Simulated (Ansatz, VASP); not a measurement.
# Ir in VASP and in Ansatz

File INCAR:

```
  ALGO = Normal
  EDIFF = 1E-7
  ENCUT = 520
  ISIF = 2
  ISMEAR = -1
  LASPH = T
  LCHARG = F
  LREAL = F
  LWAVE = F
  NBANDS = 10
  NELM = 100
  PREC = Accurate
  SIGMA = 0.1
```

File KPOINTS:

```
k-points
0
Gamma
  17 17 17
```

POSCAR

```
Ir
1.0
    0.0000000000      1.7543619080      1.7543619080
    1.7543619080      0.0000000000      1.7543619080
    1.7543619080      1.7543619080      0.0000000000
Ir
1
Direct
    0.0000000000      0.0000000000      0.0000000000
```

Input for Ansatz:

```yaml
crystal:
  lattice:
    - [0.0, 1.754361908, 1.754361908]
    - [1.754361908, 0.0, 1.754361908]
    - [1.754361908, 1.754361908, 0.0]
  atoms:
    - { symbol: Ir, position: [0.0, 0.0, 0.0] }
kpoints:
  mp_grid: { grid: [17, 17, 17] }
scf:
  occupations: { method: fermi_dirac, width: 0.1 }
hamiltonian:
  xc: lda
  pseudopotentials: { kind: all_electron, lapw: { basis_error: 0.001 } }
output:
  forces: true
  stress: true
  eigenvalues: true
  populations: true
```

Change from the starting cell: volume scaled by 0.78, LAPW.

Alike in both runs: task single point; functional LDA; k mesh 17 × 17 × 17; occupations fermi-dirac, width 0.1 eV; no spin polarisation.

```csv
,VASP,Ansatz
version,VASP 6.6.1,Ansatz 0.2.0
potentials or method,"VASP PAW LDA potentials, release 64 (Ir), cutoff 520 eV","all-electron LAPW, scalar-relativistic"
```

Ansatz gave:

```
pressure (GPa) : 184.3
```

Question: What did VASP give for the same quantities?

Answer: Pressure (GPa): 193.0.

LDA's correlation is that of Perdew and Zunger in VASP and of Perdew and Wang (1992) in Ansatz. Both programs put the cell under a high pressure, so it lies far from rest at this level. Ansatz ran all-electron here, and VASP with PAW potentials.

Spin-orbit coupling is off throughout. Noted on VASP's run: the cell as given lies far from equilibrium.
